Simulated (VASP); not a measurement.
# ScAl3 (Pm-3m) in VASP: a series of runs

The runs below take ScAl3 through single point, relaxation of cell and atoms, with PBEsol.

Everything below comes from runs of VASP 6.6.1. Logs are shortened: lines on timing, memory, paths and dates and some standing lists are left out, and cuts for length are marked.

**1. The cell of the first run**

It takes space group Pm-3m (No. 221, cubic). The conventional cell has a = 4.203 Å, b = 4.203 Å, c = 4.203 Å, α = 90.00°, β = 90.00°, γ = 90.00°. Within 3.9 Å of Sc (site symmetry m-3m) lie 12 Al at 2.97 Å. Within 3.9 Å of Al (site symmetry 4/mmm) lie 4 Sc at 2.97 Å and 8 Al at 2.97 Å.

**2. Single point, PBEsol (18.56 Å³/atom)**

INCAR

```
SYSTEM = ScAl3
PREC = Accurate ; ENCUT = 520
EDIFF = 1E-6 ; ISMEAR = 0
SIGMA = 0.1 ; LREAL = .FALSE.
LASPH = .TRUE. ; NELM = 100
ALGO = Normal ; ISIF = 2
LWAVE = .FALSE. ; LCHARG = .TRUE.
GGA = PS ; LELF = .TRUE.
LVHAR = .TRUE. ; NBANDS = 18
```

KPOINTS

```
Automatic mesh
0
G
  10 10 10
  0 0 0
```

POSCAR

```
ScAl3
1.0
    4.2027206056      0.0000000000      0.0000000000
    0.0000000000      4.2027206056      0.0000000000
    0.0000000000      0.0000000000      4.2027206056
Sc Al
1 3
Direct
    0.0000000000      0.0000000000      0.0000000000
    0.5000000000      0.0000000000      0.5000000000
    0.0000000000      0.5000000000      0.5000000000
    0.5000000000      0.5000000000      0.0000000000
```

Potentials or basis: VASP PAW PBE potentials, release 64 (Sc_sv, Al).

Started as:

```console
$ cat potpaw_PBE.64/Sc_sv/POTCAR potpaw_PBE.64/Al/POTCAR > POTCAR
$ mpirun -np 1 vasp_std > vasp.out
```

OUTCAR:

```text
SYSTEM = ScAl3
   PREC = Accurate
   ENCUT = 520
   EDIFF = 1E-6
   ISMEAR = 0
   LREAL = .FALSE.
   LASPH = .TRUE.
   NELM = 100
   ISIF = 2
   GGA = PS

 ion  position               nearest neighbor table
   1  0.000  0.000  0.000-   2 2.97   3 2.97   4 2.97   2 2.97   3 2.97   3 2.97   4 2.97   3 2.97
                             2 2.97   4 2.97   2 2.97   4 2.97
   2  0.500  0.000  0.500-   1 2.97   3 2.97   4 2.97   1 2.97   4 2.97   3 2.97   4 2.97   4 2.97
                             1 2.97   3 2.97   1 2.97   3 2.97
   3  0.000  0.500  0.500-   1 2.97   2 2.97   4 2.97   1 2.97   4 2.97   1 2.97   2 2.97   1 2.97
                             2 2.97   4 2.97   4 2.97   2 2.97
   4  0.500  0.500  0.000-   1 2.97   2 2.97   3 2.97   2 2.97   3 2.97   1 2.97   2 2.97   2 2.97
                             1 2.97   3 2.97   3 2.97   1 2.97

  LATTYP: Found a simple cubic cell.
 ALAT       =     4.2027206056

  Lattice vectors:

 A1 = (   4.2027206056,   0.0000000000,   0.0000000000)
 A2 = (   0.0000000000,   4.2027206056,   0.0000000000)
 A3 = (   0.0000000000,   0.0000000000,   4.2027206056)

Analysis of symmetry for initial positions (statically):
=====================================================================
 Subroutine PRICEL returns:
 Original cell was already a primitive cell.

 Routine SETGRP: Setting up the symmetry group for a
 simple cubic supercell.

 Subroutine GETGRP returns: Found 48 space group operations
 (whereof 48 operations were pure point group operations)
 out of a pool of 48 trial point group operations.

The static configuration has the point symmetry O_h .

Analysis of symmetry for dynamics (positions and initial velocities):
=====================================================================
 Subroutine PRICEL returns:
 Original cell was already a primitive cell.

 Routine SETGRP: Setting up the symmetry group for a
 simple cubic supercell.

 Subroutine GETGRP returns: Found 48 space group operations
 (whereof 48 operations were pure point group operations)
 out of a pool of 48 trial point group operations.

The dynamic configuration has the point symmetry O_h .

 Subroutine INISYM returns: Found 48 space group operations
 (whereof 48 operations are pure point group operations),
 and found     1 'primitive' translations

----------------------------------------------------------------------------------------

                                     Primitive cell

  volume of cell :      74.2321

  direct lattice vectors                    reciprocal lattice vectors
     4.202720606  0.000000000  0.000000000     0.237941109  0.000000000  0.000000000
     0.000000000  4.202720606  0.000000000     0.000000000  0.237941109  0.000000000
     0.000000000  0.000000000  4.202720606     0.000000000  0.000000000  0.237941109

  length of vectors
     4.202720606  4.202720606  4.202720606     0.237941109  0.237941109  0.237941109

  position of ions in fractional coordinates (direct lattice)
     0.000000000  0.000000000  0.000000000
     0.500000000  0.000000000  0.500000000
     0.000000000  0.500000000  0.500000000
     0.500000000  0.500000000  0.000000000

  ion indices of the primitive-cell ions
   primitive index   ion index
                 1           1
                 2           2
                 3           3
                 4           4

----------------------------------------------------------------------------------------

 KPOINTS: Automatic mesh

Automatic generation of k-mesh.
 Grid dimensions read from file:
 generate k-points for:   10   10   10

 Generating k-lattice:

  Cartesian coordinates                     Fractional coordinates (reciprocal lattice)
     0.023794111  0.000000000  0.000000000     0.100000000  0.000000000  0.000000000
     0.000000000  0.023794111  0.000000000     0.000000000  0.100000000  0.000000000
     0.000000000  0.000000000  0.023794111     0.000000000  0.000000000  0.100000000

  Length of vectors
     0.023794111  0.023794111  0.023794111

  Shift w.r.t. Gamma in fractional coordinates (k-lattice)
     0.000000000  0.000000000  0.000000000

 Subroutine IBZKPT returns following result:
 ===========================================

 Found     56 irreducible k-points:

 Following reciprocal coordinates:
            Coordinates               Weight
  0.000000  0.000000  0.000000      1.000000
  0.100000  0.000000  0.000000      6.000000
  0.200000  0.000000  0.000000      6.000000
  0.300000  0.000000  0.000000      6.000000
  0.400000  0.000000  0.000000      6.000000
  0.500000  0.000000  0.000000      3.000000
[... 16 lines left out ...]
  0.200000  0.100000  0.100000     24.000000
  0.300000  0.100000  0.100000     24.000000
 [... further k-points ...]
   k-points           NKPTS =     56   k-points in BZ     NKDIM =     56   number of bands    NBANDS=     18
   number of dos      NEDOS =    301   number of ions     NIONS =      4
   total plane-waves  NPLWV =  32768
   dimension x,y,z NGX =    32 NGY =   32 NGZ =   32
   dimension x,y,z NGXF=    64 NGYF=   64 NGZF=   64
   ions per type =               1   3
   NGX,Y,Z   is equivalent  to a cutoff of  12.66, 12.66, 12.66 a.u.
   NGXF,Y,Z  is equivalent  to a cutoff of  25.32, 25.32, 25.32 a.u.
 SYSTEM =  ScAl3
   PREC   = accura    normal or accurate (medium, high low for compatibility)
   ISTART =      0    job   : 0-new  1-cont  2-samecut
   ICHARG =      2    charge: 1-file 2-atom 10-const
   ISPIN  =      1    spin polarized calculation?
   LNONCOLLINEAR =      F non collinear calculations
   LSORBIT =      F    spin-orbit coupling
   LASPH  =      T    aspherical Exc in radial PAW
   ENCUT  =  520.0 eV  38.22 Ry    6.18 a.u.   7.81  7.81  7.81*2*pi/ulx,y,z
   NELM   =    100;   NELMIN=  2; NELMDL= -5     # of ELM steps
   EDIFF  = 0.1E-05   stopping-criterion for ELM
   LREAL  =      F    real-space projection
   EDIFFG = 0.1E-04   stopping-criterion for IOM
   NSW    =      0    number of steps for IOM
   IBRION =     -1    ionic relax: 0-MD 1-quasi-New 2-CG
   NFREE  =      0    steps in history (QN), initial steepest desc. (CG)
   ISIF   =      2    stress and relaxation
   ISYM   =      2    0-nonsym 1-usesym 2-fastsym
   POTIM  = 0.5000    time-step for ionic-motion
   TEBEG  =    0.0;   TEEND  =   0.0 temperature during run
   PSTRESS=    0.0 pullay stress
   NELECT =      20.0000    total number of electrons
   NUPDOWN=      -1.0000    fix difference up-down
   EMIN   =  10.00;   EMAX   =-10.00  energy-range for DOS
   EFERMI =   0.00;   METHOD = LEGACY
   ISMEAR =     0;   SIGMA  =   0.10  broadening in eV -4-tet -1-fermi 0-gaus
   EFERMI_NEDOS =   21; number of points for ismear=-14 and -15
   IALGO  =     38    algorithm
   IMIX   =      4    mixing-type and parameters
     AMIX     =   0.40;   BMIX     =  1.00
     AMIX_MAG =   1.60;   BMIX_MAG =  1.00
  volume/ion in A,a.u.               =      18.56       125.24
  Fermi-wavevector in a.u.,A,eV,Ry     =   1.057355  1.998112 15.211319  1.118000
  Thomas-Fermi vector in A             =   2.192625
   LORBIT       =      0    0 simple, 1 ext, 2 COOP (PROOUT), +10 PAW based schemes
   GGA     = PS    functional components
   LHFCALC =     F    Hartree Fock is set to
   AEXX    =    0.0000 exact exchange contribution
   IVDW    =     0    specifies the selected vdW correction
   LEPSILON=     F    determine dielectric tensor
   LRPA    =     F    only Hartree local field effects (RPA)
 non-spin polarized calculation
 Gauss-broadening in eV      SIGMA  =   0.10
  energy-cutoff  :      520.00
  volume of cell :       74.23
 maximum number of plane-waves:      2016
 NGX is ok and might be reduce to    32
   NGX = 15   NGY = 15   NGZ = 15

 number of electron      20.0000000 magnetization

 Free energy of the ion-electron system (eV)
  ---------------------------------------------------
  ext. energy  EPLUGINS =         0.00000000
  ---------------------------------------------------
  free energy    TOTEN  =       -20.60767086 eV

  energy without entropy =      -20.59938090  energy(sigma->0) =      -20.60352588

 E-fermi :   6.4760     XC(G=0): -10.1783

 val. band max:        6.4546130579   @ k =   0.2000   0.2000   0.1000
 cond. band min:       6.4820059297   @ k =   0.3000   0.2000   0.0000
 fundamental gap:      0.0273928718
 Fermi energy:         6.4759567519

 k-point     1 :       0.0000    0.0000    0.0000
  band No.  band energies     occupation
      1     -42.5590      2.00000
      2     -21.3267      2.00000
      3     -21.3267      2.00000
      4     -21.3267      2.00000
      5      -3.1143      2.00000
      6       3.9372      2.00000
[... 10 lines left out ...]
     17      11.4019      0.00000
     18      11.4019      0.00000

 k-point     2 :       0.1000    0.0000    0.0000
  band No.  band energies     occupation
      1     -42.5590      2.00000
      2     -21.3288      2.00000
      3     -21.3265      2.00000
      4     -21.3265      2.00000
      5      -3.0279      2.00000
      6       3.1859      2.00000
[... 10 lines left out ...]
     17      11.4629      0.00000
     18      11.4629      0.00000

 k-point     3 :       0.2000    0.0000    0.0000
  band No.  band energies     occupation
      1     -42.5588      2.00000
      2     -21.3343      2.00000
      3     -21.3261      2.00000
      4     -21.3261      2.00000
      5      -2.7709      2.00000
      6       2.0773      2.00000
[... 10 lines left out ...]
     17      11.3211      0.00000
     18      11.3211      0.00000

 k-point     4 :       0.3000    0.0000    0.0000
  band No.  band energies     occupation
      1     -42.5585      2.00000
      2     -21.3412      2.00000
      3     -21.3255      2.00000
      4     -21.3255      2.00000
      5      -2.3522      2.00000
      6       0.9910      2.00000
[... 375 lines left out ...]
      4     -21.3283      2.00000
      5      -2.8563      2.00000
      6       3.1670      2.00000
[... 10 lines left out ...]
     17      11.6206      0.00000
     18      11.7563      0.00000

 k-point    23 :       0.2000    0.1000    0.1000
  band No.  band energies     occupation
      1     -42.5586      2.00000
      2     -21.3339      2.00000
      3     -21.3281      2.00000
      4     -21.3279      2.00000
      5      -2.6021      2.00000
      6       2.1999      2.00000
[... 10 lines left out ...]
     17      11.0830      0.00000
     18      11.4565      0.00000

 k-point    24 :       0.3000    0.1000    0.1000
  band No.  band energies     occupation
      1     -42.5584      2.00000
      2     -21.3407      2.00000
      3     -21.3275      2.00000
      4     -21.3273      2.00000
      5      -2.1882      2.00000
      6       1.1359      2.00000
[... 10 lines left out ...]
     17      10.9216      0.00000
     18      11.6178      0.00000

 [... further k-points ...]
[... 5 lines left out ...]
  --------------------------------------------------------------------------------------
  -------------------------------------------------------------------------------------
  Total       -3.2855998     -3.2855998     -3.2855998     -0.0000000     -0.0000000      0.0000000
  in kB      -70.9142774    -70.9142774    -70.9142774     -0.0000000     -0.0000000      0.0000000
  external PRESSURE =     -70.9142774 kB  Pullay stress =       0.0000000 kB

 VOLUME and BASIS-vectors are now :
 -----------------------------------------------------------------------------
  energy-cutoff  :      520.00
  volume of cell :       74.23
      direct lattice vectors                 reciprocal lattice vectors
     4.202720606  0.000000000  0.000000000     0.237941109  0.000000000  0.000000000
     0.000000000  4.202720606  0.000000000     0.000000000  0.237941109  0.000000000
     0.000000000  0.000000000  4.202720606     0.000000000  0.000000000  0.237941109

 POSITION                                       TOTAL-FORCE (eV/Angst)
 -----------------------------------------------------------------------------------
      0.00000      0.00000      0.00000         0.000000      0.000000      0.000000
      2.10136      0.00000      2.10136         0.000000      0.000000      0.000000
      0.00000      2.10136      2.10136         0.000000      0.000000      0.000000
      2.10136      2.10136      0.00000         0.000000      0.000000      0.000000
 -----------------------------------------------------------------------------------
    total drift:                                0.000000      0.000000      0.000000

  FREE ENERGIE OF THE ION-ELECTRON SYSTEM (eV)
  ---------------------------------------------------
  free  energy   TOTEN  =       -20.6076708645 eV

  energy  without entropy=      -20.5993809003  energy(sigma->0) =      -20.60352588
```

It took 66 s on 1 thread of Intel Xeon 8259CL, shared host; peak memory 0.22 GiB.

What came out:

* Free energy: -20.6077 eV
* Pressure: -7.1 GPa
* Band gap on the k mesh: zero (bands 10 and 11 overlap by 3.61 eV)

Levels at points of the mesh, in eV from the Fermi level:
```csv
k point,band 6,band 7,band 8,band 9,band 10,band 11,band 12,band 13,band 14,band 15
"(0.00, 0.00, 0.00)",-2.54,-2.54,-1.75,-1.75,-1.75,1.23,1.25,1.25,1.25,4.15
"(0.50, 0.00, 0.00)",-7.04,-1.59,-1.59,-1.32,0.43,0.91,0.91,1.35,1.53,1.95
"(0.50, 0.50, 0.00)",-5.48,-5.48,-4.16,-0.48,-0.48,1.19,1.27,1.89,2.27,3.15
"(0.50, 0.50, 0.50)",-4.66,-4.66,-4.18,-2.85,-2.85,-2.85,0.73,2.38,2.38,3.64
```

Caveat: the cell stands under tension; the PAW data sets were made with another functional, which shifts forces and pressure a little.

[end of part 1 of 2]
